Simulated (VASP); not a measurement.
Input of a VASP 6.6.1 run:

File INCAR:

```
SYSTEM = Si7P
PREC = Accurate
ENCUT = 520
EDIFF = 1E-6
ISMEAR = -1
SIGMA = 0.0272
LREAL = .False.
LASPH = .True.
NELM = 100
ALGO = Normal
ISIF = 2
LWAVE = .False.
LCHARG = .False.
NBANDS = 26
```

File KPOINTS:

```
Automatic mesh
0
Gamma
  4 4 4
  0 0 0
```

File POSCAR:

```
Si7P
1.0
    5.4709431802      0.0000000000      0.0000000000
    0.0000000000      5.4709431802      0.0000000000
    0.0000000000      0.0000000000      5.4709431802
P Si
1 7
Direct
    0.8750000000      0.3750000000      0.3750000000
    0.3750000000      0.8750000000      0.3750000000
    0.3750000000      0.3750000000      0.8750000000
    0.8750000000      0.8750000000      0.8750000000
    0.1250000000      0.1250000000      0.1250000000
    0.6250000000      0.6250000000      0.1250000000
    0.6250000000      0.1250000000      0.6250000000
    0.1250000000      0.6250000000      0.6250000000
```

Potentials or basis: VASP PAW LDA potentials, release 64 (P, Si).

The run is started by

```sh
$ cat potpaw_LDA.64/P/POTCAR potpaw_LDA.64/Si/POTCAR > POTCAR
$ mpirun -np 1 vasp_std > vasp.out
```

Task: What does it give for the largest force?

Result: 0.115 eV/Å.

Task: Estimate the pressure.

Result: -5.5 GPa.

Forces on the atoms (eV/Å):
```
P    0.000  0.000  0.000
Si   0.000  0.000  0.000
Si   0.000  0.000  0.000
Si   0.000  0.000  0.000
Si   0.067 -0.067 -0.067
Si  -0.067  0.067 -0.067
Si  -0.067 -0.067  0.067
Si   0.067  0.067  0.067
```
